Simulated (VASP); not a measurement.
# Ni (P6_3/mmc) in VASP: a series of runs, part 2 of 2

VASP 6.6.1. Earlier steps stand in the parts before.

**3. Single point, PBEsol+D3(BJ), collinear spin, ferromagnetic start**

This run uses another cell than the first one, of 10.13 Å³/atom, 1.005 times its volume.

File INCAR:

```
  PREC = Accurate
  ENCUT = 520
  EDIFF = 1E-6
  ISMEAR = -1
  SIGMA = 0.1
  LREAL = False
  LASPH = True
  NELM = 150
  ALGO = Normal
  ISIF = 2
  LWAVE = False
  LCHARG = False
  ISPIN = 2
  MAGMOM = 1.5 1.5
  LORBIT = 11
  LMAXMIX = 4
  GGA = PS
  IVDW = 12
  NBANDS = 21
```

File KPOINTS:

```
regular mesh
0
Gamma
  14 14 7
```

File POSCAR:

```
Ni
1.0
    2.4257977952     -0.0000002861      0.0000000000
   -1.2128986499      2.1008026581      0.0000000000
    0.0000000000      0.0000000000      3.9745990206
Ni
2
Direct
    0.3333333333      0.6666666667      0.2500000000
    0.6666666667      0.3333333333      0.7500000000
```

Potentials or basis: VASP PAW PBE potentials, release 64 (Ni).

Started as:

```bash
$ cat potpaw_PBE.64/Ni/POTCAR > POTCAR
$ mpirun -np 1 vasp_std > vasp.out
```

OUTCAR:

```text
PREC = Accurate
   ENCUT = 520
   EDIFF = 1E-6
   ISMEAR = -1
   LREAL = False
   LASPH = True
   NELM = 150
   ISIF = 2
   ISPIN = 2
   LORBIT = 11
   GGA = PS
   IVDW = 12
 IVDW          = 12

 ion  position               nearest neighbor table
   1  0.333  0.667  0.250-   2 2.43   2 2.43   2 2.43   2 2.43   2 2.43   2 2.43
   2  0.667  0.333  0.750-   1 2.43   1 2.43   1 2.43   1 2.43   1 2.43   1 2.43

  LATTYP: Found a hexagonal cell.
 ALAT       =     2.4257977952
 C/A-ratio  =     1.6384708686

  Lattice vectors:

 A1 = (   2.4257977952,  -0.0000002861,   0.0000000000)
 A2 = (  -1.2128986499,   2.1008026581,   0.0000000000)
 A3 = (   0.0000000000,   0.0000000000,   3.9745990206)

Analysis of symmetry for initial positions (statically):
=====================================================================
 Subroutine PRICEL returns:
 Original cell was already a primitive cell.

 Routine SETGRP: Setting up the symmetry group for a
 hexagonal supercell.

 Subroutine GETGRP returns: Found 24 space group operations
 (whereof 12 operations were pure point group operations)
 out of a pool of 24 trial point group operations.

The static configuration has the point symmetry D_3d.
 The point group associated with its full space group is D_6h.

Analysis of symmetry for dynamics (positions and initial velocities):
=====================================================================
 Subroutine PRICEL returns:
 Original cell was already a primitive cell.

 Routine SETGRP: Setting up the symmetry group for a
 hexagonal supercell.

 Subroutine GETGRP returns: Found 24 space group operations
 (whereof 12 operations were pure point group operations)
 out of a pool of 24 trial point group operations.

The dynamic configuration has the point symmetry D_3d.
 The point group associated with its full space group is D_6h.

Analysis of structural, dynamic, and magnetic symmetry:
=====================================================================
[... 152 lines left out ...]
  ext. energy  EPLUGINS =         0.00000000
  ---------------------------------------------------
  free energy    TOTEN  =       -12.26813353 eV

  energy without entropy =      -12.14721917  energy(sigma->0) =      -12.20767635

 E-fermi :  10.2504     XC(G=0): -13.8649

 val. band max:       10.2497241290   @ k =   0.4286   0.1429   0.2857
 cond. band min:      10.2512143316   @ k =   0.4286   0.0714   0.1429
 fundamental gap:      0.0014902027
 Fermi energy:        10.2503930233

 spin component 1

 k-point     1 :       0.0000    0.0000    0.0000
  band No.  band energies     occupation
      1       0.6647      1.00000
      2       5.0061      1.00000
      3       7.6633      1.00000
      4       7.7629      1.00000
      5       7.7629      1.00000
      6       8.0654      1.00000
[... 565 lines left out ...]
     20      44.4894      0.00000
     21      47.2403      0.00000

 [... further k-points ...]

 spin component 2

 k-point     1 :       0.0000    0.0000    0.0000
  band No.  band energies     occupation
      1       0.6628      1.00000
      2       5.3710      1.00000
      3       8.2940      1.00000
      4       8.3754      1.00000
      5       8.3754      1.00000
      6       8.6960      1.00000
[... 565 lines left out ...]
     20      44.5316      0.00000
     21      47.2854      0.00000

 [... further k-points ...]

------------------------ aborting loop because EDIFF is reached ----------------------------------------

 Edisp (eV)   -0.89670

 E8    (eV) :    -0.5877

  FORCE on cell =-STRESS in cart. coord.  units (eV):
  Direction    XX          YY          ZZ          XY          YZ          ZX
  --------------------------------------------------------------------------------------
  -------------------------------------------------------------------------------------
  Total      -0.02682    -0.02682    -0.02124     0.00000     0.00000     0.00000
  in kB      -2.12180    -2.12180    -1.68001     0.00000     0.00000     0.00000
  external pressure =       -1.97 kB  Pullay stress =        0.00 kB

 VOLUME and BASIS-vectors are now :
 -----------------------------------------------------------------------------
  energy-cutoff  :      520.00
  volume of cell :       20.26
      direct lattice vectors                 reciprocal lattice vectors
     2.425797795 -0.000000286  0.000000000     0.412235542  0.238004236  0.000000000
    -1.212898650  2.100802658  0.000000000     0.000000056  0.476008570  0.000000000
     0.000000000  0.000000000  3.974599021     0.000000000  0.000000000  0.251597707

 POSITION                                       TOTAL-FORCE (eV/Angst)
 -----------------------------------------------------------------------------------
      0.00000      1.40054      0.99365         0.000000     -0.000000      0.000000
      1.21290      0.70027      2.98095        -0.000000      0.000000      0.000000
 -----------------------------------------------------------------------------------
    total drift:                               -0.000000      0.000000     -0.000000

  FREE ENERGIE OF THE ION-ELECTRON SYSTEM (eV)
  ---------------------------------------------------
  free  energy   TOTEN  =       -13.1648380595 eV

  energy  without entropy=      -13.0439236972  energy(sigma->0) =      -13.10438088

 total charge

# of ion       s       p       d       tot
------------------------------------------
    1        0.531   0.570   8.351   9.452
    2        0.531   0.570   8.351   9.452
--------------------------------------------------
tot          1.062   1.140  16.703  18.905

 magnetization (x)

# of ion       s       p       d       tot
------------------------------------------
    1       -0.005  -0.023   0.619   0.591
    2       -0.005  -0.023   0.619   0.591
--------------------------------------------------
tot         -0.010  -0.046   1.237   1.181
```

OSZICAR:

```text
N       E                     dE             d eps       ncg     rms          rms(c)
DAV:   1     0.936370625736E+02    0.93637E+02   -0.88164E+03  8789   0.138E+03
DAV:   2    -0.877189536244E+01   -0.10241E+03   -0.94178E+02  8189   0.236E+02
DAV:   3    -0.144810104005E+02   -0.57091E+01   -0.55197E+01  9239   0.631E+01
DAV:   4    -0.145479641306E+02   -0.66954E-01   -0.66907E-01  9224   0.649E+00
DAV:   5    -0.145497078685E+02   -0.17437E-02   -0.17437E-02  9367   0.105E+00    0.166E+01
DAV:   6    -0.128989062146E+02    0.16508E+01   -0.74037E+00  9495   0.609E+01    0.834E+00
DAV:   7    -0.123114413275E+02    0.58746E+00   -0.15358E+00  9385   0.239E+01    0.289E+00
DAV:   8    -0.122753103273E+02    0.36131E-01   -0.12829E-02 11956   0.165E+00    0.135E+00
DAV:   9    -0.122699358732E+02    0.53745E-02   -0.80006E-04 11333   0.263E-01    0.486E-01
DAV:  10    -0.122681155437E+02    0.18203E-02   -0.19593E-04 14051   0.223E-01    0.818E-02
DAV:  11    -0.122681440398E+02   -0.28496E-04   -0.23982E-05  8796   0.447E-02    0.311E-02
DAV:  12    -0.122681337593E+02    0.10281E-04   -0.20633E-06  9931   0.204E-02    0.170E-02
DAV:  13    -0.122681335279E+02    0.23136E-06   -0.16427E-06  6067   0.126E-02
   1 F= -.13164838E+02 E0= -.13104381E+02  d E =-.120914E+00  mag=     1.1753
```

stdout:

```text
POSCAR found type information on POSCAR Ni
 POSCAR found :  1 types and       2 ions
 scaLAPACK will be used
 -----------------------------------------------------------------------------
|                                                                             |
|                                                                             |
|     You enforced a specific xc type in the INCAR file but a different       |
|     I HOPE YOU KNOW WHAT YOU ARE DOING!                                     |
|                                                                             |
 -----------------------------------------------------------------------------

 LDA part: xc-table for (Slater+PW92), standard interpolation
 POSCAR, INCAR and KPOINTS ok, starting setup
 FFT: planning ... GRIDC
 FFT: planning ... GRID_SOFT
 FFT: planning ... GRID
 WAVECAR not read
 entering main loop
```

Run time: 66 s. Hardware: 1 thread of Intel Xeon Platinum 8259CL at 2.50GHz (Skylake/Cascade Lake), shared host; peak memory 0.18 GiB.

Results:

- Free energy: -13.1648 eV
- Pressure: -0.2 GPa
- Net moment: 1.18 μB per cell
- Site moments: Ni +0.59 μB
- Valence electrons inside the program's atomic spheres: Ni 9.45
- Dispersion energy per atom: -0.448 eV

Caveat: the PAW data sets were made with another functional, which shifts forces and pressure a little; pairwise dispersion overbinds metals, which lowers pressure and volume.
